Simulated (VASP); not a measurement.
Runs of VASP 6.6.1 on CuO (rock salt type). The structure is that of space group Fm-3m (No. 225), or close to it. The cells are those of the table. 

| level | cell | k mesh | smearing | gap on the mesh (eV) | pressure (GPa) |
| --- | --- | --- | --- | --- | --- |
| PBE | a = 3.021 Å, angles 60.0°, 2 atoms | 22 × 22 × 22 | fermi-dirac 0.0612256 eV | none | -3.1 |
| PBE | a = 2.939 Å, angles 60.0°, 2 atoms | 15 × 15 × 15 | fermi-dirac 0.0612256 eV | none | 13.2 |
| PBE | a = 2.960 Å, angles 60.0°, 2 atoms | 15 × 15 × 15 | fermi-dirac 0.0612256 eV | none | 8.4 |
| PBE | a = 3.060 Å, angles 60.0°, 2 atoms | 15 × 15 × 15 | fermi-dirac 0.0612256 eV | none | -8.8 |
| PBE | a = 3.060 Å, angles 60.0°, 2 atoms | 22 × 22 × 22 | fermi-dirac 0.0612256 eV | none | -8.8 |
| PBE | a = 3.040 Å, angles 60.0°, 2 atoms | 22 × 22 × 22 | fermi-dirac 0.0612256 eV | none | -6.1 |
| PBE | a = 3.021 Å, angles 60.0°, 2 atoms | 15 × 15 × 15 | fermi-dirac 0.0612256 eV | none | -3.1 |
| PBE | a = 3.040 Å, angles 60.0°, 2 atoms | 15 × 15 × 15 | fermi-dirac 0.0612256 eV | none | -6.1 |
| PBE | a = 2.981 Å, angles 60.0°, 2 atoms | 15 × 15 × 15 | fermi-dirac 0.0612256 eV | none | 4.1 |
| r2SCAN | a = 2.950 Å, angles 60.0°, 2 atoms | 14 × 14 × 14 | fermi-dirac 0.1 eV | none | (b) |
| r2SCAN | a = 2.918 Å, angles 60.0°, 2 atoms | 14 × 14 × 14 | fermi-dirac 0.1 eV | none | (a) |

Alike in all rows: task single point; potentials or basis VASP PAW PBE potentials, release 64 (Cu, O); no spin polarisation; cutoff (eV) 520.

Problem. Estimate the missing entries.

Solution. (a) 10.9; (b) 3.3.

Caveats: an odd number of electrons without spin polarisation forces a metal; a magnetic or distorted state may lie lower; semilocal functionals often make such compounds metallic where correlation or magnetic order opens a gap, which also shifts bond lengths; the cell stands under tension (at least some runs); the cell stands under pressure (at least some runs); the PAW data sets were made with another functional, which shifts forces and pressure a little (at least some runs).

A gap of «none» marks levels without a gap at the run's occupations.
